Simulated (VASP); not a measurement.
Input of a VASP 6.6.1 run:

The input INCAR:

```
SYSTEM = Sn3Se
PREC = Accurate
ENCUT = 520
EDIFF = 1E-7
ISMEAR = 0
SIGMA = 0.15
LREAL = .FALSE.
LASPH = .TRUE.
NELM = 80
ALGO = Normal
ISIF = 2
LWAVE = .FALSE.
LCHARG = .FALSE.
GGA = PS
NBANDS = 32
```

Contents of KPOINTS:

```
Automatic mesh
0
G
  12 12 12
  0 0 0
```

POSCAR

```
Sn3Se
1.0
    0.0000000000      3.6581854746      3.5667308377
    3.6581854746      0.0000000000      3.5667308377
    3.6581854746      3.6581854746      0.0000000000
Sn Se
3 1
Direct
    0.2500000000      0.2500000000      0.2500000000
    0.7500000000      0.7500000000      0.7500000000
    0.5000000000      0.5000000000      0.5000000000
    0.0000000000      0.0000000000      0.0000000000
```

Potentials or basis: VASP PAW PBE potentials, release 64 (Sn_d, Se).

Command:

```sh
$ cat potpaw_PBE.64/Sn_d/POTCAR potpaw_PBE.64/Se/POTCAR > POTCAR
$ mpirun -np 1 vasp_std > vasp.out
```

(1) Estimate the pressure.

(2) Predict the band gap on the k mesh.

## Answers

(1) 1.7 GPa.

(2) zero (bands 24 and 25 overlap by 2.36 eV).

Caveat: the cell differs from its parent crystal (strain -0.0250 x Voigt [0, 0, 1, 0, 0, 0]); the PAW data sets were made with another functional, which shifts forces and pressure a little; spin-orbit coupling is left out, which moves the levels of the heavy elements.
